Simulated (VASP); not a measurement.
# NaLa (P-6m2) in VASP: further runs

NaLa is run at these levels: r2SCAN; tasks: single point.

Everything below comes from runs of VASP 6.6.1. Logs are shortened: lines on timing, memory, paths and dates and some standing lists are left out, and cuts for length are marked.

### Step 1. The cell of the first run

The structure is hexagonal, space group P-6m2 (No. 187). Conventional cell: a = 3.606 Å, b = 3.606 Å, c = 6.484 Å, α = 90.00°, β = 90.00°, γ = 120.00°. Within 4.7 Å of Na (site symmetry -6m2) lie 6 Na at 3.61 Å and 6 La at 3.85 Å. La (site symmetry -6m2) has 6 La at 3.61 Å and 6 Na at 3.85 Å within 4.7 Å.

### Step 2. Single point, r2SCAN

POSCAR reads:

```
NaLa
1.0
    3.6062510000      0.0000000000      0.0000000000
   -1.8031250000      3.1231050000      0.0000000000
    0.0000000000      0.0000000000      6.4837820000
Na La
1 1
Direct
    0.0000000000      0.0000000000      0.0000000000
    0.3333333333      0.6666666667      0.5000000000
```

INCAR.step1 reads:

```
SYSTEM = NaLa
ALGO = Normal
EDIFF = 1E-5
ENCUT = 550
GGA = PE
GGA_COMPAT = .False.
ISMEAR = -1
LASPH = .True.
LCHARG = .False.
LMAXMIX = 6
LREAL = .False.
LWAVE = .True.
NBANDS = 16
NELM = 200
PREC = Accurate
SIGMA = 0.1
```

INCAR.step2 reads:

```
SYSTEM = NaLa
ALGO = Normal
EDIFF = 1E-6
ENCUT = 550
GGA_COMPAT = .False.
ISIF = 2
ISMEAR = -1
ISTART = 1
LASPH = .True.
LCHARG = .False.
LMAXMIX = 6
LMIXTAU = .True.
LREAL = .False.
LWAVE = .False.
METAGGA = R2SCAN
NBANDS = 16
NELM = 200
PREC = Accurate
SIGMA = 0.1
```

KPOINTS reads:

```
k-points
0
Gamma
  3 3 2
  0 0 0
```

Potentials or basis: VASP PAW PBE potentials, release 64 (Na_pv, La).

On the command line:

```bash
cat potpaw_PBE.64/Na_pv/POTCAR potpaw_PBE.64/La/POTCAR > POTCAR
cp INCAR.step1 INCAR
mpirun -np 1 vasp_std > vasp.out
cp INCAR.step2 INCAR
mpirun -np 1 vasp_std > vasp.out
```

OUTCAR:

```text
SYSTEM = NaLa
   EDIFF = 1E-6
   ENCUT = 550
   ISIF = 2
   ISMEAR = -1
   ISTART = 1
   LASPH = .True.
   LREAL = .False.
   METAGGA = R2SCAN
   NELM = 200
   PREC = Accurate

 ion  position               nearest neighbor table
   1  0.000  0.000  0.000-
   2  0.333  0.667  0.500-

  LATTYP: Found a hexagonal cell.
 ALAT       =     3.6062510000
 C/A-ratio  =     1.7979286522

  Lattice vectors:

 A1 = (   3.6062510000,   0.0000000000,   0.0000000000)
 A2 = (  -1.8031250000,   3.1231050000,   0.0000000000)
 A3 = (   0.0000000000,   0.0000000000,   6.4837820000)

Analysis of symmetry for initial positions (statically):
=====================================================================
 Subroutine PRICEL returns:
 Original cell was already a primitive cell.

 Routine SETGRP: Setting up the symmetry group for a
 hexagonal supercell.

 Subroutine GETGRP returns: Found 12 space group operations
 (whereof 12 operations were pure point group operations)
 out of a pool of 24 trial point group operations.

The static configuration has the point symmetry D_3h.

Analysis of symmetry for dynamics (positions and initial velocities):
=====================================================================
 Subroutine PRICEL returns:
 Original cell was already a primitive cell.

 Routine SETGRP: Setting up the symmetry group for a
 hexagonal supercell.

 Subroutine GETGRP returns: Found 12 space group operations
 (whereof 12 operations were pure point group operations)
 out of a pool of 24 trial point group operations.

The dynamic configuration has the point symmetry D_3h.

 Subroutine INISYM returns: Found 12 space group operations
 (whereof 12 operations are pure point group operations),
 and found     1 'primitive' translations

----------------------------------------------------------------------------------------

                                     Primitive cell

  volume of cell :      73.0249

  direct lattice vectors                    reciprocal lattice vectors
     3.606251000  0.000000000  0.000000000     0.277296284  0.160097038  0.000000000
    -1.803125000  3.123105000  0.000000000     0.000000000  0.320194166  0.000000000
[... 59 lines left out ...]
   ICHARG =      0    charge: 1-file 2-atom 10-const
   ISPIN  =      1    spin polarized calculation?
   LNONCOLLINEAR =      F non collinear calculations
   LSORBIT =      F    spin-orbit coupling
   LASPH  =      T    aspherical Exc in radial PAW
   ENCUT  =  550.0 eV  40.42 Ry    6.36 a.u.   6.90  6.90 12.40*2*pi/ulx,y,z
   NELM   =    200;   NELMIN=  2; NELMDL=  0     # of ELM steps
   EDIFF  = 0.1E-05   stopping-criterion for ELM
   LREAL  =      F    real-space projection
   EDIFFG = 0.1E-04   stopping-criterion for IOM
   NSW    =      0    number of steps for IOM
   IBRION =     -1    ionic relax: 0-MD 1-quasi-New 2-CG
   NFREE  =      0    steps in history (QN), initial steepest desc. (CG)
   ISIF   =      2    stress and relaxation
   ISYM   =      2    0-nonsym 1-usesym 2-fastsym
   POTIM  = 0.5000    time-step for ionic-motion
   TEBEG  =    0.0;   TEEND  =   0.0 temperature during run
   PSTRESS=    0.0 pullay stress
   NELECT =      18.0000    total number of electrons
   NUPDOWN=      -1.0000    fix difference up-down
   EMIN   =  10.00;   EMAX   =-10.00  energy-range for DOS
   EFERMI =   0.00;   METHOD = LEGACY
   ISMEAR =    -1;   SIGMA  =   0.10  broadening in eV -4-tet -1-fermi 0-gaus
   EFERMI_NEDOS =   21; number of points for ismear=-14 and -15
   IALGO  =     38    algorithm
   IMIX   =      4    mixing-type and parameters
     AMIX     =   0.40;   BMIX     =  1.00
     AMIX_MAG =   1.60;   BMIX_MAG =  1.00
  volume/ion in A,a.u.               =      36.51       246.40
  Fermi-wavevector in a.u.,A,eV,Ry     =   1.026460  1.939728 14.335371  1.053620
  Thomas-Fermi vector in A             =   2.160354
   LORBIT       =      0    0 simple, 1 ext, 2 COOP (PROOUT), +10 PAW based schemes
   METAGGA = R2SCAN    functional components
   LHFCALC =     F    Hartree Fock is set to
   AEXX    =    0.0000 exact exchange contribution
   IVDW    =     0    specifies the selected vdW correction
   LEPSILON=     F    determine dielectric tensor
   LRPA    =     F    only Hartree local field effects (RPA)
 non-spin polarized calculation
  energy-cutoff  :      550.00
  volume of cell :       73.02
 maximum number of plane-waves:      2152
 NGX is ok and might be reduce to    28
   NGX = 13   NGY = 13   NGZ = 25

 number of electron      18.0000000 magnetization

 Free energy of the ion-electron system (eV)
  ---------------------------------------------------
  ext. energy  EPLUGINS =         0.00000000
  ---------------------------------------------------
  free energy    TOTEN  =       -33.23811698 eV

  energy without entropy =      -33.17919114  energy(sigma->0) =      -33.20865406

 E-fermi :   4.1063     XC(G=0):  -8.7036

 val. band max:        4.0611320876   @ k =   0.3333   0.3333   0.5000
 cond. band min:       4.1362247719   @ k =   0.3333   0.3333   0.5000
 fundamental gap:      0.0750926844
 Fermi energy:         4.1062636401

 k-point     1 :       0.0000    0.0000    0.0000
  band No.  band energies     occupation
      1     -30.1310      2.00000
      2     -21.1815      2.00000
      3     -21.1629      2.00000
      4     -21.1629      2.00000
      5     -13.4567      2.00000
      6     -12.5923      2.00000
[... 91 lines left out ...]
      3     -21.1913      2.00000
      4     -21.1741      2.00000
      5     -13.6593      2.00000
      6     -13.6516      2.00000
[... 8 lines left out ...]
     15       6.1742      0.00000
     16       6.4880      0.00000

------------------------ aborting loop because EDIFF is reached ----------------------------------------

  FORCE on cell =-STRESS in cart. coord.  units (eV):
  Direction    XX          YY          ZZ          XY          YZ          ZX
  --------------------------------------------------------------------------------------
  -------------------------------------------------------------------------------------
  Total       -1.7463613     -1.7463613      0.3025081     -0.0000003     -0.0000000      0.0000000
  in kB      -38.3154324    -38.3154329      6.6370742     -0.0000061     -0.0000000      0.0000000
  external PRESSURE =     -23.3312637 kB  Pullay stress =       0.0000000 kB

 VOLUME and BASIS-vectors are now :
 -----------------------------------------------------------------------------
  energy-cutoff  :      550.00
  volume of cell :       73.02
      direct lattice vectors                 reciprocal lattice vectors
     3.606251000  0.000000000  0.000000000     0.277296284  0.160097038  0.000000000
    -1.803125000  3.123105000  0.000000000     0.000000000  0.320194166  0.000000000
     0.000000000  0.000000000  6.483782000     0.000000000  0.000000000  0.154230972

 POSITION                                       TOTAL-FORCE (eV/Angst)
 -----------------------------------------------------------------------------------
      0.00000      0.00000      0.00000         0.000000      0.000000      0.000000
      0.00000      2.08207      3.24189        -0.000000     -0.000000      0.000000
 -----------------------------------------------------------------------------------
    total drift:                               -0.000001     -0.000000     -0.000000

  FREE ENERGIE OF THE ION-ELECTRON SYSTEM (eV)
  ---------------------------------------------------
  free  energy   TOTEN  =       -33.2381169779 eV

  energy  without entropy=      -33.1791911386  energy(sigma->0) =      -33.20865406
```

OSZICAR.step1:

```text
N       E                     dE             d eps       ncg     rms          rms(c)
DAV:   1     0.188947109302E+03    0.18895E+03   -0.78008E+03   192   0.153E+03
DAV:   2     0.155478705261E+02   -0.17340E+03   -0.16691E+03   264   0.283E+02
DAV:   3    -0.485933703269E+01   -0.20407E+02   -0.20083E+02   240   0.118E+02
DAV:   4    -0.645199433857E+01   -0.15927E+01   -0.14381E+01   384   0.235E+01
DAV:   5    -0.650093047411E+01   -0.48936E-01   -0.48881E-01   216   0.451E+00    0.262E+00
DAV:   6    -0.621632184902E+01    0.28461E+00   -0.74972E-01   336   0.420E+00    0.158E+00
DAV:   7    -0.615390306572E+01    0.62419E-01   -0.25934E-01   248   0.238E+00    0.535E-01
DAV:   8    -0.615661363911E+01   -0.27106E-02   -0.41857E-02   336   0.148E+00    0.220E-01
DAV:   9    -0.615788216462E+01   -0.12685E-02   -0.75190E-03   296   0.656E-01    0.670E-02
DAV:  10    -0.615766565287E+01    0.21651E-03   -0.13902E-03   320   0.307E-01    0.341E-02
DAV:  11    -0.615767515387E+01   -0.95010E-05   -0.93587E-05   296   0.603E-02
   1 F= -.61576752E+01 E0= -.61227049E+01  d E =-.699405E-01
```

It took 1.9 min on 1 thread of Intel Xeon 8259CL, shared host; peak memory 0.21 GiB.

Results:

| Quantity | Value |
| --- | --- |
| Free energy | -33.2381 eV |
| Pressure | -2.3 GPa |
| Band gap on the k mesh | zero (band 9 reaches 4.45 eV, above the bottom of band 10 at 3.82 eV) |

Caveat: the k points lie up to 0.67 Å⁻¹ apart; the PAW data sets were made with another functional, which shifts forces and pressure a little; spin-orbit coupling is left out, which moves the levels of the heavy elements.

### Step 3. Single point, r2SCAN

POSCAR is that of step 2.

INCAR.step1 is that of step 2.

Edit INCAR.step2 of step 2 so:

```diff
@@ -9,3 +9,4 @@
 LASPH = .True.
-LCHARG = .False.
+LCHARG = .True.
+LELF = .True.
 LMAXMIX = 6
@@ -13,2 +14,3 @@
 LREAL = .False.
+LVHAR = .True.
 LWAVE = .False.
```

KPOINTS reads:

```
k-points
0
Gamma
  4 4 2
  0 0 0
```

Potentials or basis: VASP PAW PBE potentials, release 64 (Na_pv, La).

On the command line:

```bash
cat potpaw_PBE.64/Na_pv/POTCAR potpaw_PBE.64/La/POTCAR > POTCAR
cp INCAR.step1 INCAR
mpirun -np 1 vasp_std > vasp.out
cp INCAR.step2 INCAR
mpirun -np 1 vasp_std > vasp.out
```

OUTCAR:

```text
SYSTEM = NaLa
   EDIFF = 1E-6
   ENCUT = 550
   ISIF = 2
   ISMEAR = -1
   ISTART = 1
   LASPH = .True.
   LREAL = .False.
   METAGGA = R2SCAN
   NELM = 200
   PREC = Accurate

 ion  position               nearest neighbor table
   1  0.000  0.000  0.000-
   2  0.333  0.667  0.500-

  LATTYP: Found a hexagonal cell.
 ALAT       =     3.6062510000
 C/A-ratio  =     1.7979286522

  Lattice vectors:

 A1 = (   3.6062510000,   0.0000000000,   0.0000000000)
 A2 = (  -1.8031250000,   3.1231050000,   0.0000000000)
 A3 = (   0.0000000000,   0.0000000000,   6.4837820000)

Analysis of symmetry for initial positions (statically):
=====================================================================
 Subroutine PRICEL returns:
 Original cell was already a primitive cell.

 Routine SETGRP: Setting up the symmetry group for a
 hexagonal supercell.

 Subroutine GETGRP returns: Found 12 space group operations
[... 143 lines left out ...]
  ---------------------------------------------------
  free energy    TOTEN  =       -32.86982471 eV

  energy without entropy =      -32.77420504  energy(sigma->0) =      -32.82201487

 E-fermi :   4.1690     XC(G=0):  -8.7038

 val. band max:        4.1444903794   @ k =   0.2500   0.0000   0.0000
 cond. band min:       4.2615829430   @ k =   0.2500   0.2500   0.0000
 fundamental gap:      0.1170925636
 Fermi energy:         4.1690418584

 k-point     1 :       0.0000    0.0000    0.0000
  band No.  band energies     occupation
      1     -30.2020      2.00000
      2     -21.1530      2.00000
      3     -21.1495      2.00000
      4     -21.1495      2.00000
      5     -13.4804      2.00000
      6     -12.6914      2.00000
[... 129 lines left out ...]
      3     -21.1670      2.00000
      4     -21.1464      2.00000
      5     -13.9030      2.00000
      6     -13.3475      2.00000
[... 8 lines left out ...]
     15       6.2430      0.00000
     16       6.4212      0.00000

------------------------ aborting loop because EDIFF is reached ----------------------------------------

  FORCE on cell =-STRESS in cart. coord.  units (eV):
  Direction    XX          YY          ZZ          XY          YZ          ZX
  --------------------------------------------------------------------------------------
  -------------------------------------------------------------------------------------
  Total       -0.3564953     -0.3564954      0.2013086     -0.0000001     -0.0000000      0.0000000
  in kB       -7.8215623     -7.8215624      4.4167406     -0.0000013     -0.0000000      0.0000000
  external PRESSURE =      -3.7421280 kB  Pullay stress =       0.0000000 kB

 VOLUME and BASIS-vectors are now :
 -----------------------------------------------------------------------------
  energy-cutoff  :      550.00
  volume of cell :       73.02
      direct lattice vectors                 reciprocal lattice vectors
     3.606251000  0.000000000  0.000000000     0.277296284  0.160097038  0.000000000
    -1.803125000  3.123105000  0.000000000     0.000000000  0.320194166  0.000000000
     0.000000000  0.000000000  6.483782000     0.000000000  0.000000000  0.154230972

 POSITION                                       TOTAL-FORCE (eV/Angst)
 -----------------------------------------------------------------------------------
      0.00000      0.00000      0.00000         0.000000      0.000000      0.000000
      0.00000      2.08207      3.24189        -0.000000      0.000000      0.000000
 -----------------------------------------------------------------------------------
    total drift:                               -0.000001     -0.000000     -0.000000

  FREE ENERGIE OF THE ION-ELECTRON SYSTEM (eV)
  ---------------------------------------------------
  free  energy   TOTEN  =       -32.8698247078 eV

  energy  without entropy=      -32.7742050405  energy(sigma->0) =      -32.82201487
```

OSZICAR.step1:

```text
N       E                     dE             d eps       ncg     rms          rms(c)
DAV:   1     0.184360027162E+03    0.18436E+03   -0.78371E+03   256   0.145E+03
DAV:   2     0.137820999590E+02   -0.17058E+03   -0.16501E+03   336   0.278E+02
DAV:   3    -0.408074933571E+01   -0.17863E+02   -0.17333E+02   312   0.111E+02
DAV:   4    -0.622219903229E+01   -0.21414E+01   -0.20294E+01   496   0.292E+01
DAV:   5    -0.629697705567E+01   -0.74778E-01   -0.74489E-01   312   0.526E+00    0.301E+00
DAV:   6    -0.580499764751E+01    0.49198E+00   -0.15467E+00   448   0.595E+00    0.143E+00
DAV:   7    -0.579479419473E+01    0.10203E-01   -0.71658E-02   416   0.250E+00    0.805E-01
DAV:   8    -0.579521873616E+01   -0.42454E-03   -0.48993E-02   392   0.163E+00    0.190E-01
DAV:   9    -0.579636211859E+01   -0.11434E-02   -0.55906E-03   432   0.653E-01    0.144E-01
DAV:  10    -0.579685078032E+01   -0.48866E-03   -0.12975E-03   440   0.295E-01    0.690E-02
DAV:  11    -0.579677018566E+01    0.80595E-04   -0.45450E-04   440   0.165E-01    0.160E-02
DAV:  12    -0.579677101444E+01   -0.82878E-06   -0.18972E-05   352   0.293E-02
   1 F= -.57967710E+01 E0= -.57432852E+01  d E =-.106972E+00
```

It took 3.3 min on 1 thread of Intel Xeon 8259CL, shared host; peak memory 0.21 GiB.

What came out:

```yaml
Free_energy: -32.8698 eV
Pressure: -0.4 GPa
Band_gap_on_the_k_mesh: zero (band 9 reaches 4.31 eV, above the bottom of band 10 at 4.14 eV)
```

Levels at points of the mesh, in eV from the Fermi level:
| k point | band 6 | band 7 | band 8 | band 9 | band 10 | band 11 | band 12 | band 13 |
| --- | --- | --- | --- | --- | --- | --- | --- | --- |
| (0.00, 0.00, 0.00) | -16.86 | -16.86 | -3.38 | -1.17 | 0.78 | 1.31 | 1.78 | 1.78 |
| (0.50, 0.00, 0.00) | -17.38 | -17.20 | -1.54 | -0.77 | 0.62 | 1.20 | 1.63 | 1.83 |
| (0.00, 0.00, 0.50) | -16.86 | -16.86 | -2.47 | -2.02 | 0.17 | 1.31 | 1.65 | 1.79 |
| (0.50, 0.00, 0.50) | -17.38 | -17.20 | -1.48 | -1.17 | 1.33 | 1.75 | 1.83 | 1.83 |

Caveat: the k points lie up to 0.50 Å⁻¹ apart; the PAW data sets were made with another functional, which shifts forces and pressure a little; spin-orbit coupling is left out, which moves the levels of the heavy elements.
